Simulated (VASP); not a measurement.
## Si2S: single point with r2SCAN

The system is Si2S.

```xyz
3
Lattice="1.7433 3.0196 0.0000 -1.7433 3.0196 0.0000 0.0000 0.0000 4.4302" Properties=species:S:1:pos:R:3 pbc="T T T"
S     0.0000    0.0000    0.0000
Si   -0.0002    2.0131    1.1075
Si    0.0002    4.0260    3.3226
```

| Property | Result |
| --- | --- |
| Program | VASP 6.6.1 |
| Task | single point |
| Functional | r2SCAN |
| Potentials or basis | VASP PAW PBE potentials, release 64 (S, Si) |
| Cutoff | 520 eV |
| k mesh | 11 × 11 × 8 |
| Occupations | fermi-dirac, width 0.1 eV |
| Spin | no spin polarisation |

```
Pressure               : 14.0 GPa
Largest force          : 3.124 eV/Å
Band gap on the k mesh : zero (bands 7 and 8 overlap by 2.62 eV)
```

Forces in eV/Å, atoms in the order of the input:
```
S    0.000  0.000  0.000
Si   0.001  0.000  3.124
Si  -0.001  0.000 -3.124
```

Stress tensor (GPa, compression positive):
```
18.78 -0.01  0.00
-0.01 18.77  0.00
 0.00  0.00  4.30
```

Levels at points of the mesh, in eV from the Fermi level:
```
           k point  band 3  band 4  band 5  band 6  band 7  band 8  band 9  band 10  band 11  band 12
(0.00, 0.00, 0.00)   -7.72   -5.69   -5.69   -1.13   -0.55   -0.55    2.64     5.84     6.69     6.69
(0.00, 0.00, 0.50)   -5.60   -5.60   -2.39   -2.11   -0.02   -0.02    1.90     3.68     3.69     3.93
```

Wall time 12 min on 1 thread of Intel Xeon 8259CL, with other jobs on the host, peak memory 0.28 GiB.

Caveat: the cell stands under pressure; the PAW data sets were made with another functional, which shifts forces and pressure a little.
